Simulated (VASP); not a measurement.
# Nb (Im-3m) in VASP: a series of runs

Runs on Nb. Level: PBE. Tasks: single point, relaxation of cell and atoms.

Program: VASP 6.6.1. These are calculated values, not measurements. Logs are shortened: lines on timing, memory, paths and dates and some standing lists are left out, and cuts for length are marked.

**1. The cell of the first run**

Symmetry: Im-3m, No. 229, cubic system. Conventional cell: a = 3.314 Å, b = 3.314 Å, c = 3.314 Å, α = 90.00°, β = 90.00°, γ = 90.00°. Nb (site symmetry m-3m) has 14 Nb at 2.87 to 3.31 Å within 3.8 Å.

**2. Single point, PBE**

File INCAR:

```
PREC = Accurate ; ENCUT = 500
EDIFF = 1E-6 ; ISMEAR = -1
SIGMA = 0.05 ; LREAL = False
LASPH = True ; NELM = 120
ALGO = Normal ; ISIF = 2
LWAVE = False ; LCHARG = False
GGA = PE ; NBANDS = 12
GGA_COMPAT = False
```

File KPOINTS:

```
regular mesh
0
Gamma
  7 7 7
```

File POSCAR:

```
Nb
1.0
   -1.6569090525      1.6569090525      1.6569090525
    1.6569090525     -1.6569090525      1.6569090525
    1.6569090525      1.6569090525     -1.6569090525
Nb
1
Direct
    0.0000000000      0.0000000000      0.0000000000
```

Potentials or basis: VASP PAW PBE potentials, release 64 (Nb_sv).

The run is started by

```
> cat potpaw_PBE.64/Nb_sv/POTCAR > POTCAR
> mpirun -np 1 vasp_std > vasp.out
```

OUTCAR:

```text
PREC = Accurate
   ENCUT = 500
   EDIFF = 1E-6
   ISMEAR = -1
   LREAL = False
   LASPH = True
   NELM = 120
   ISIF = 2
   GGA = PE

 ion  position               nearest neighbor table
   1  0.000  0.000  0.000-

  LATTYP: Found a body centered cubic cell.
 ALAT       =     3.3138181050

  Lattice vectors:

 A1 = (  -1.6569090525,   1.6569090525,   1.6569090525)
 A2 = (   1.6569090525,  -1.6569090525,   1.6569090525)
 A3 = (   1.6569090525,   1.6569090525,  -1.6569090525)

Analysis of symmetry for initial positions (statically):
=====================================================================
 Subroutine PRICEL returns:
 Original cell was already a primitive cell.

 Routine SETGRP: Setting up the symmetry group for a
 body centered cubic supercell.

 Subroutine GETGRP returns: Found 48 space group operations
 (whereof 48 operations were pure point group operations)
 out of a pool of 48 trial point group operations.

The static configuration has the point symmetry O_h .

Analysis of symmetry for dynamics (positions and initial velocities):
=====================================================================
 Subroutine PRICEL returns:
 Original cell was already a primitive cell.

 Routine SETGRP: Setting up the symmetry group for a
 body centered cubic supercell.

 Subroutine GETGRP returns: Found 48 space group operations
 (whereof 48 operations were pure point group operations)
 out of a pool of 48 trial point group operations.

The dynamic configuration has the point symmetry O_h .

 Subroutine INISYM returns: Found 48 space group operations
 (whereof 48 operations are pure point group operations),
 and found     1 'primitive' translations

----------------------------------------------------------------------------------------

                                     Primitive cell

  volume of cell :      18.1952

  direct lattice vectors                    reciprocal lattice vectors
    -1.656909053  1.656909053  1.656909053     0.000000000  0.301766714  0.301766714
     1.656909053 -1.656909053  1.656909053     0.301766714  0.000000000  0.301766714
     1.656909053  1.656909053 -1.656909053     0.301766714  0.301766714  0.000000000

  length of vectors
     2.869850662  2.869850662  2.869850662     0.426762579  0.426762579  0.426762579

  position of ions in fractional coordinates (direct lattice)
     0.000000000  0.000000000  0.000000000

[... 76 lines left out ...]
   ISIF   =      2    stress and relaxation
   ISYM   =      2    0-nonsym 1-usesym 2-fastsym
   POTIM  = 0.5000    time-step for ionic-motion
   TEBEG  =    0.0;   TEEND  =   0.0 temperature during run
   PSTRESS=    0.0 pullay stress
   NELECT =      13.0000    total number of electrons
   NUPDOWN=      -1.0000    fix difference up-down
   EMIN   =  10.00;   EMAX   =-10.00  energy-range for DOS
   EFERMI =   0.00;   METHOD = LEGACY
   ISMEAR =    -1;   SIGMA  =   0.05  broadening in eV -4-tet -1-fermi 0-gaus
   EFERMI_NEDOS =   21; number of points for ismear=-14 and -15
   IALGO  =     38    algorithm
   IMIX   =      4    mixing-type and parameters
     AMIX     =   0.40;   BMIX     =  1.00
     AMIX_MAG =   1.60;   BMIX_MAG =  1.00
  volume/ion in A,a.u.               =      18.20       122.79
  Fermi-wavevector in a.u.,A,eV,Ry     =   1.463538  2.765685 29.142903  2.141943
  Thomas-Fermi vector in A             =   2.579621
   LORBIT       =      0    0 simple, 1 ext, 2 COOP (PROOUT), +10 PAW based schemes
   GGA     = PE    functional components
   LHFCALC =     F    Hartree Fock is set to
   AEXX    =    0.0000 exact exchange contribution
   IVDW    =     0    specifies the selected vdW correction
   LEPSILON=     F    determine dielectric tensor
   LRPA    =     F    only Hartree local field effects (RPA)
 non-spin polarized calculation
  energy-cutoff  :      500.00
  volume of cell :       18.20
 maximum number of plane-waves:       470
 NGX is ok and might be reduce to    24
   NGX = 11   NGY = 11   NGZ = 11

 number of electron      12.9999999 magnetization

 Free energy of the ion-electron system (eV)
  ---------------------------------------------------
  ext. energy  EPLUGINS =         0.00000000
  ---------------------------------------------------
  free energy    TOTEN  =       -10.20270395 eV

  energy without entropy =      -10.17857874  energy(sigma->0) =      -10.19064135

 E-fermi :  10.9629     XC(G=0): -12.4502

 val. band max:       10.9387971632   @ k =   0.2857   0.1429   0.0000
 cond. band min:      11.0259156139   @ k =   0.2857   0.0000   0.0000
 fundamental gap:      0.0871184507
 Fermi energy:        10.9628723950

 k-point     1 :       0.0000    0.0000    0.0000
  band No.  band energies     occupation
      1     -43.3591      2.00000
      2     -18.6769      2.00000
      3     -18.6769      2.00000
      4     -18.6769      2.00000
      5       5.1110      2.00000
      6      11.3985      0.00033
      7      11.3985      0.00033
      8      11.3985      0.00033
      9      14.2751      0.00000
     10      14.2751      0.00000
     11      25.2300      0.00000
     12      25.2300      0.00000
[... 271 lines left out ...]
 k-point    20 :      -0.4286    0.4286    0.4286
  band No.  band energies     occupation
      1     -42.9756      2.00000
      2     -19.5795      2.00000
      3     -19.5306      2.00000
      4     -19.5306      2.00000
      5       7.5962      2.00000
      6       7.7145      2.00000
      7      15.3529      0.00000
      8      15.3529      0.00000
      9      16.1847      0.00000
     10      19.0257      0.00000
     11      21.6854      0.00000
     12      21.6854      0.00000

------------------------ aborting loop because EDIFF is reached ----------------------------------------

  FORCE on cell =-STRESS in cart. coord.  units (eV):
  Direction    XX          YY          ZZ          XY          YZ          ZX
  --------------------------------------------------------------------------------------
  -------------------------------------------------------------------------------------
  Total       -0.0357207     -0.0357207     -0.0357207      0.0000000      0.0000000     -0.0000000
  in kB       -3.1453905     -3.1453905     -3.1453905      0.0000000      0.0000000     -0.0000000
  external PRESSURE =      -3.1453905 kB  Pullay stress =       0.0000000 kB

 VOLUME and BASIS-vectors are now :
 -----------------------------------------------------------------------------
  energy-cutoff  :      500.00
  volume of cell :       18.20
      direct lattice vectors                 reciprocal lattice vectors
    -1.656909053  1.656909053  1.656909053     0.000000000  0.301766714  0.301766714
     1.656909053 -1.656909053  1.656909053     0.301766714  0.000000000  0.301766714
     1.656909053  1.656909053 -1.656909053     0.301766714  0.301766714  0.000000000

 POSITION                                       TOTAL-FORCE (eV/Angst)
 -----------------------------------------------------------------------------------
      0.00000      0.00000      0.00000        -0.000000      0.000000     -0.000000
 -----------------------------------------------------------------------------------
    total drift:                                0.000000      0.000000      0.000000

  FREE ENERGIE OF THE ION-ELECTRON SYSTEM (eV)
  ---------------------------------------------------
  free  energy   TOTEN  =       -10.2027039518 eV

  energy  without entropy=      -10.1785787407  energy(sigma->0) =      -10.19064135
```

Wall time 7.5 s (1 thread of Intel Xeon 8259CL, shared host); peak memory 0.14 GiB.

What came out:

* Free energy: -10.2027 eV
* Pressure: -0.3 GPa

Levels at points of the mesh, in eV from the Fermi level:
```csv
k point,band 2,band 3,band 4,band 5,band 6,band 7,band 8,band 9,band 10,band 11
"(0.00, 0.00, 0.00)",-29.64,-29.64,-29.64,-5.85,0.44,0.44,0.44,3.31,3.31,14.27
```

Caveat: the k points lie up to 0.38 Å⁻¹ apart.

**3. Relaxation of cell and atoms, PBE**

This run uses another cell than the first one, of 18.43 Å³/atom, 1.013 times its volume.

File INCAR:

```
PREC = Accurate
ENCUT = 500
EDIFF = 1E-7
ISMEAR = -1
SIGMA = 0.05
LREAL = False
LASPH = True
NELM = 120
ALGO = Normal
ISIF = 3
LWAVE = False
LCHARG = False
GGA = PE
IBRION = 2
NSW = 80
EDIFFG = -0.03
GGA_COMPAT = False
NELMIN = 4
```

File KPOINTS:

```
Automatic mesh
0
Gamma
  7 7 7
```

File POSCAR:

```
Nb
1.0
   -1.6639500000      1.6639500000      1.6639500000
    1.6639500000     -1.6639500000      1.6639500000
    1.6639500000      1.6639500000     -1.6639500000
Nb
1
Direct
    0.0000000000      0.0000000000      0.0000000000
```

Potentials or basis: VASP PAW PBE potentials, release 64 (Nb_sv).

The run is started by

```
> cat potpaw_PBE.64/Nb_sv/POTCAR > POTCAR
> mpirun -np 1 vasp_std > vasp.out
```

Wall time 17 s (1 thread of Intel Xeon 8259CL, shared host); peak memory 0.14 GiB.

Results (log left out):

| Property | Result |
| --- | --- |
| Free energy | -10.2030 eV |
| Relaxed volume | 18.16 Å³/atom |
| Relaxed cell | a = 2.868 Å, b = 2.868 Å, c = 2.868 Å, α = 109.47°, β = 109.47°, γ = 109.47° |
| Space group after relaxing (to 0.05 Å) | Im-3m (No. 229) |
| Energy gained by relaxing | 1.9 meV/atom |
| Ionic steps | 3 |
| Pressure after relaxing | 0.0 GPa |

Step by step:
| step | energy change (eV) | largest force (eV/Å) | pressure (GPa) | volume (Å³) |
| --- | --- | --- | --- | --- |
| 1 | 0.0000 | 0.0000 | -2.30 | 18.43 |
| 2 | 0.0033 | 0.0000 | 3.99 | 17.73 |
| 3 | -0.0019 | 0.0000 | -0.01 | 18.16 |

Final structure:
```
Nb
1.0
    -1.65592    1.65592    1.65592
     1.65592   -1.65592    1.65592
     1.65592    1.65592   -1.65592
Nb
1
Direct
  0.00000 0.00000 0.00000
```

Levels at points of the mesh, in eV from the Fermi level:
```csv
k point,band 2,band 3,band 4,band 5,band 6,band 7,band 8,band 9,band 10
"(0.00, 0.00, 0.00)",-29.63,-29.63,-29.63,-5.86,0.43,0.43,0.43,3.32,3.32
```

Caveat: the k points lie up to 0.38 Å⁻¹ apart in the final cell.
